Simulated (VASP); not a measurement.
# H (Cmcm) in VASP: single point with HSE06

Aim: the single point of H with HSE06.

All numbers are computed with VASP 6.6.1; they aren't measurements. Logs are shortened: lines on timing, memory, paths and dates and some standing lists are left out, and cuts for length are marked.

**1. The cell of the first run**

The structure is orthorhombic, space group Cmcm (No. 63). Conventional cell: a = 2.440 Å, b = 5.545 Å, c = 11.482 Å, α = 90.00°, β = 90.00°, γ = 90.00°. Within 3.2 Å of H (site symmetry m2m) lie 6 H at 2.44 to 3.03 Å.

**2. Single point, HSE06**

Input file POSCAR:

```
H
1.0
    0.0000000000      2.4404730000      0.0000000000
    2.7726160000     -1.2202360000      0.0000000000
    0.0000000000      0.0000000000    -11.4820050000
H
2
Direct
    0.8290000000      0.6580000000      0.7500000000
    0.1710000000      0.3420000000      0.2500000000
```

Input file INCAR.step1:

```
PREC     = Accurate       # precision mode
ENCUT    = 520            # plane-wave cutoff, eV
EDIFF    = 1E-5           # SCF threshold, eV
ISMEAR   = 0              # smearing method
SIGMA    = 0.0132         # smearing width, eV
LREAL    = F              # projectors in reciprocal space
LASPH    = T              # aspherical terms in the spheres
NELM     = 100            # most SCF steps
ALGO     = Normal         # electronic algorithm
ISIF     = 2              # what is computed and relaxed
LWAVE    = T              # write WAVECAR
NBANDS   = 8              # bands
GGA      = PE             # functional
```

Input file INCAR.step2:

```
PREC     = Accurate       # precision mode
ENCUT    = 520            # plane-wave cutoff, eV
EDIFF    = 1E-7           # SCF threshold, eV
ISMEAR   = 0              # smearing method
SIGMA    = 0.0132         # smearing width, eV
LREAL    = F              # projectors in reciprocal space
LASPH    = T              # aspherical terms in the spheres
NELM     = 100            # most SCF steps
ALGO     = Normal         # electronic algorithm
ISIF     = 2              # what is computed and relaxed
LWAVE    = F              # write WAVECAR
LCHARG   = T              # write CHGCAR
GGA      = PE             # functional
LHFCALC  = T              # exact exchange
HFSCREEN = 0.2079         # screening, 1/A
PRECFOCK = Normal       
LELF     = T              # ELF
LVHAR    = T            
NBANDS   = 8              # bands
ISTART   = 1
```

Input file KPOINTS:

```
regular mesh
0
Gamma
  5 5 1
```

Potentials or basis: VASP PAW PBE potentials, release 64 (H).

On the command line:

```
$ cat potpaw_PBE.64/H/POTCAR > POTCAR
$ cp INCAR.step1 INCAR
$ mpirun -np 1 vasp_std > vasp.out
$ cp INCAR.step2 INCAR
$ mpirun -np 1 vasp_std > vasp.out
```

OUTCAR:

```text
PREC = Accurate
   ENCUT = 520
   EDIFF = 1E-7
   ISMEAR = 0
   LREAL = F
   LASPH = T
   NELM = 100
   ISIF = 2
   GGA = PE
   LHFCALC = T
   HFSCREEN = 0.2079
   PRECFOCK = Normal
   ISTART = 1

 ion  position               nearest neighbor table
   1  0.829  0.658  0.750-
   2  0.171  0.342  0.250-

  LATTYP: Found a base centered orthorhombic cell.
 ALAT       =     2.4404730000
 B/A-ratio  =     2.2721955949
 C/A-ratio  =     4.7048277117

  Lattice vectors:

 A1 = (  -2.7726160000,   1.2202360000,   0.0000000000)
 A2 = (   2.7726160000,   1.2202370000,   0.0000000000)
 A3 = (   0.0000000000,   0.0000000000, -11.4820050000)

Analysis of symmetry for initial positions (statically):
=====================================================================
 Subroutine PRICEL returns:
 Original cell was already a primitive cell.

 Routine SETGRP: Setting up the symmetry group for a
 base centered orthorhombic supercell.

 Subroutine GETGRP returns: Found  8 space group operations
 (whereof  4 operations were pure point group operations)
 out of a pool of  8 trial point group operations.

The static configuration has the point symmetry C_2h.
 The point group associated with its full space group is D_2h.

Analysis of symmetry for dynamics (positions and initial velocities):
=====================================================================
 Subroutine PRICEL returns:
 Original cell was already a primitive cell.

 Routine SETGRP: Setting up the symmetry group for a
 base centered orthorhombic supercell.

 Subroutine GETGRP returns: Found  8 space group operations
 (whereof  4 operations were pure point group operations)
 out of a pool of  8 trial point group operations.

The dynamic configuration has the point symmetry C_2h.
 The point group associated with its full space group is D_2h.

 Subroutine INISYM returns: Found  8 space group operations
 (whereof  4 operations are pure point group operations),
 and found     1 'primitive' translations

----------------------------------------------------------------------------------------

                                     Primitive cell

  volume of cell :      77.6929

  direct lattice vectors                    reciprocal lattice vectors
     0.000000000  2.440473000  0.000000000     0.180335032  0.409756633  0.000000000
     2.772616000 -1.220236000  0.000000000     0.360670212  0.000000000  0.000000000
     0.000000000  0.000000000-11.482005000     0.000000000  0.000000000 -0.087092803

  length of vectors
     2.440473000  3.029253271 11.482005000     0.447684289  0.360670212  0.087092803

  position of ions in fractional coordinates (direct lattice)
     0.829000000  0.658000000  0.750000000
     0.171000000  0.342000000  0.250000000

  ion indices of the primitive-cell ions
   primitive index   ion index
                 1           1
                 2           2

----------------------------------------------------------------------------------------

 KPOINTS: regular mesh

Automatic generation of k-mesh.
 Grid dimensions read from file:
 generate k-points for:    5    5    1

 Generating k-lattice:

  Cartesian coordinates                     Fractional coordinates (reciprocal lattice)
     0.036067006  0.081951327  0.000000000     0.200000000 -0.000000000  0.000000000
     0.072134042  0.000000000  0.000000000     0.000000000  0.200000000  0.000000000
     0.000000000  0.000000000 -0.087092803     0.000000000  0.000000000  1.000000000

  Length of vectors
     0.089536858  0.072134042  0.087092803

  Shift w.r.t. Gamma in fractional coordinates (k-lattice)
     0.000000000  0.000000000  0.000000000

 Subroutine IBZKPT returns following result:
 ===========================================

 Found      9 irreducible k-points:

 Following reciprocal coordinates:
            Coordinates               Weight
  0.000000  0.000000  0.000000      1.000000
  0.200000  0.000000  0.000000      4.000000
  0.400000  0.000000  0.000000      4.000000
  0.000000  0.200000  0.000000      2.000000
  0.200000  0.200000  0.000000      4.000000
  0.400000  0.200000  0.000000      4.000000
 -0.400000  0.200000  0.000000      2.000000
  0.000000  0.400000  0.000000      2.000000
  0.200000  0.400000  0.000000      2.000000
   k-points           NKPTS =      9   k-points in BZ     NKDIM =     25   number of bands    NBANDS=      8
   number of dos      NEDOS =    301   number of ions     NIONS =      2
   total plane-waves  NPLWV =  38880
   dimension x,y,z NGX =    18 NGY =   24 NGZ =   90
   dimension x,y,z NGXF=    36 NGYF=   48 NGZF=  180
   ions per type =               2
   NGX,Y,Z   is equivalent  to a cutoff of  12.26, 13.17, 13.03 a.u.
   NGXF,Y,Z  is equivalent  to a cutoff of  24.52, 26.34, 26.06 a.u.
 SYSTEM =  unknown system
   PREC   = accura    normal or accurate (medium, high low for compatibility)
   ISTART =      1    job   : 0-new  1-cont  2-samecut
   ICHARG =      0    charge: 1-file 2-atom 10-const
   ISPIN  =      1    spin polarized calculation?
   LNONCOLLINEAR =      F non collinear calculations
   LSORBIT =      F    spin-orbit coupling
   LASPH  =      T    aspherical Exc in radial PAW
   ENCUT  =  520.0 eV  38.22 Ry    6.18 a.u.   4.54  5.63 21.35*2*pi/ulx,y,z
   NELM   =    100;   NELMIN=  2; NELMDL=  0     # of ELM steps
   EDIFF  = 0.1E-06   stopping-criterion for ELM
   LREAL  =      F    real-space projection
   EDIFFG = 0.1E-05   stopping-criterion for IOM
   NSW    =      0    number of steps for IOM
   IBRION =     -1    ionic relax: 0-MD 1-quasi-New 2-CG
   NFREE  =      0    steps in history (QN), initial steepest desc. (CG)
   ISIF   =      2    stress and relaxation
   ISYM   =      3    0-nonsym 1-usesym 2-fastsym
   POTIM  = 0.5000    time-step for ionic-motion
   TEBEG  =    0.0;   TEEND  =   0.0 temperature during run
   PSTRESS=    0.0 pullay stress
   NELECT =       2.0000    total number of electrons
   NUPDOWN=      -1.0000    fix difference up-down
   EMIN   =  10.00;   EMAX   =-10.00  energy-range for DOS
   EFERMI =   0.00;   METHOD = LEGACY
   ISMEAR =     0;   SIGMA  =   0.01  broadening in eV -4-tet -1-fermi 0-gaus
   EFERMI_NEDOS =   21; number of points for ismear=-14 and -15
   IALGO  =     38    algorithm
   IMIX   =      1    mixing-type and parameters
     AMIX     =   0.40;   BMIX     =  1.00
     AMIX_MAG =   1.60;   BMIX_MAG =  1.00
  volume/ion in A,a.u.               =      38.85       262.15
  Fermi-wavevector in a.u.,A,eV,Ry     =   0.483383  0.913461  3.179120  0.233659
  Thomas-Fermi vector in A             =   1.482516
   LORBIT       =      0    0 simple, 1 ext, 2 COOP (PROOUT), +10 PAW based schemes
   GGA     = PE    functional components
   LHFCALC =     T    Hartree Fock is set to
   PRECFOCK=normal    Normal, Fast or Accurate (Low or Medium for compatibility)
   ENCUT4O =  -1.0   cutoff for four orbital integrals eV
   NKREDX  =     1    reduce k-point grid by
   NKREDY  =     1    reduce k-point grid by
   NKREDZ  =     1    reduce k-point grid by
   AEXX    =    0.2500 exact exchange contribution
   HFSCREEN=    0.2079 screening length (either q_TF or 0.3 A-1)
   HFSCREENC=   0.2079 screening length for correlation (either q_TF or 0.3 A-1)
   ENCUTFOCK=  -1.0 apply spherical cutoff to Coloumb kernel
   IVDW    =     0    specifies the selected vdW correction
   LEPSILON=     F    determine dielectric tensor
   LRPA    =     F    only Hartree local field effects (RPA)
 non-spin polarized calculation
 Gauss-broadening in eV      SIGMA  =   0.01
  energy-cutoff  :      520.00
  volume of cell :       77.69
 maximum number of plane-waves:      2121
 NGX is ok and might be reduce to    18
  NGX = 14; NGY = 18; NGZ = 70

 number of electron       2.0000000 magnetization

 Free energy of the ion-electron system (eV)
  ---------------------------------------------------
  ext. energy  EPLUGINS =         0.00000000
  ---------------------------------------------------
  free energy    TOTEN  =        -2.25640262 eV

  energy without entropy =       -2.25545341  energy(sigma->0) =       -2.25592802

 E-fermi :  -6.4333     XC(G=0):  -3.1717

 val. band max:       -6.4396146682   @ k =   0.2000   0.2000   0.0000
 cond. band min:      -3.9151715822   @ k =   0.2000   0.4000   0.0000
 fundamental gap:      2.5244430861
 Fermi energy:        -6.4333189354

 k-point     1 :       0.0000    0.0000    0.0000
  band No.  band energies     occupation
      1      -8.8114      2.00000
      2      -8.7716      2.00000
      3      -0.5612      0.00000
      4       1.0491      0.00000
      5       1.6165      0.00000
      6       5.4258      0.00000
      7       7.1982      0.00000
      8      10.4523      0.00000

 k-point     2 :       0.2000    0.0000    0.0000
  band No.  band energies     occupation
      1      -7.5775      2.00000
      2      -7.5386      2.00000
      3       0.6583      0.00000
      4       2.1552      0.00000
      5       2.8403      0.00000
      6       6.0457      0.00000
      7       8.4048      0.00000
      8       9.2089      0.00000

 k-point     3 :       0.4000    0.0000    0.0000
  band No.  band energies     occupation
      1      -3.3764      0.00000
      2      -3.3515      0.00000
      3       4.3707      0.00000
      4       4.4040      0.00000
      5       5.0210      0.00000
      6       6.6053      0.00000
      7       7.0170      0.00000
      8      10.2427      0.00000

 k-point     4 :       0.0000    0.2000    0.0000
  band No.  band energies     occupation
      1      -8.1823      2.00000
      2      -8.1435      2.00000
      3       0.2264      0.00000
      4       1.6930      0.00000
      5       2.4022      0.00000
      6       5.1144      0.00000
      7       6.9157      0.00000
      8       7.9610      0.00000

 k-point     5 :       0.2000    0.2000    0.0000
  band No.  band energies     occupation
      1      -6.4742      1.99999
      2      -6.4396      1.50001
      3       2.2291      0.00000
      4       3.1212      0.00000
      5       4.4006      0.00000
      6       4.5533      0.00000
      7       5.9822      0.00000
      8       9.0922      0.00000

 k-point     6 :       0.4000    0.2000    0.0000
  band No.  band energies     occupation
      1      -2.6795      0.00000
      2      -2.6718      0.00000
      3       4.6925      0.00000
      4       4.8755      0.00000
      5       6.6965      0.00000
      6       7.0454      0.00000
      7       7.1116      0.00000
      8       8.6355      0.00000

 k-point     7 :      -0.4000    0.2000    0.0000
  band No.  band energies     occupation
      1      -3.7561      0.00000
      2      -3.7239      0.00000
      3       3.5916      0.00000
      4       4.3981      0.00000
      5       5.8293      0.00000
      6       5.8357      0.00000
      7       7.4016      0.00000
      8      10.8873      0.00000

 k-point     8 :       0.0000    0.4000    0.0000
  band No.  band energies     occupation
      1      -6.7831      2.00000
      2      -6.7609      2.00000
      3       1.9628      0.00000
      4       2.2973      0.00000
      5       2.5765      0.00000
      6       4.6929      0.00000
      7       4.8958      0.00000
      8       6.6140      0.00000

 k-point     9 :       0.2000    0.4000    0.0000
  band No.  band energies     occupation
      1      -3.9152      0.00000
      2      -3.9051      0.00000
      3       2.8516      0.00000
      4       3.0290      0.00000
      5       5.2580      0.00000
      6       5.5646      0.00000
      7       6.8703      0.00000
      8       7.4453      0.00000

------------------------ aborting loop because EDIFF is reached ----------------------------------------

  FORCE on cell =-STRESS in cart. coord.  units (eV):
  Direction    XX          YY          ZZ          XY          YZ          ZX
  --------------------------------------------------------------------------------------
  -------------------------------------------------------------------------------------
  Total       -0.7615978     -4.9920067     -0.0265231     -0.0000001      0.0000000     -0.0000000
  in kB      -15.7056086   -102.9447686     -0.5469563     -0.0000028      0.0000000     -0.0000000
  external PRESSURE =     -39.7324445 kB  Pullay stress =       0.0000000 kB

 VOLUME and BASIS-vectors are now :
 -----------------------------------------------------------------------------
  energy-cutoff  :      520.00
  volume of cell :       77.69
      direct lattice vectors                 reciprocal lattice vectors
     0.000000000  2.440473000  0.000000000     0.180335032  0.409756633  0.000000000
     2.772616000 -1.220236000  0.000000000     0.360670212  0.000000000  0.000000000
     0.000000000  0.000000000-11.482005000     0.000000000  0.000000000 -0.087092803

 POSITION                                       TOTAL-FORCE (eV/Angst)
 -----------------------------------------------------------------------------------
      1.82438      1.22024     -8.61150        -0.000045     -0.000000      0.000000
      0.94823      0.00000     -2.87050         0.000045      0.000000     -0.000000
 -----------------------------------------------------------------------------------
    total drift:                                0.000000      0.000000      0.000000

  FREE ENERGIE OF THE ION-ELECTRON SYSTEM (eV)
  ---------------------------------------------------
  free  energy   TOTEN  =        -2.2564026248 eV

  energy  without entropy=       -2.2554534144  energy(sigma->0) =       -2.25592802
```

Wall time 48 s (1 thread of Intel Xeon Platinum 8375C at 2.90GHz (Ice Lake), shared host); peak memory 0.27 GiB.

Results:

```
Free energy            : -2.2564 eV
Pressure               : -4.0 GPa
Band gap on the k mesh : zero (bands 1 and 2 overlap by 6.09 eV)
```

Caveat: the k points lie up to 0.56 Å⁻¹ apart, too coarse for converged energies and pressures of a metal; the PAW data sets were made with another functional, which shifts forces and pressure a little.
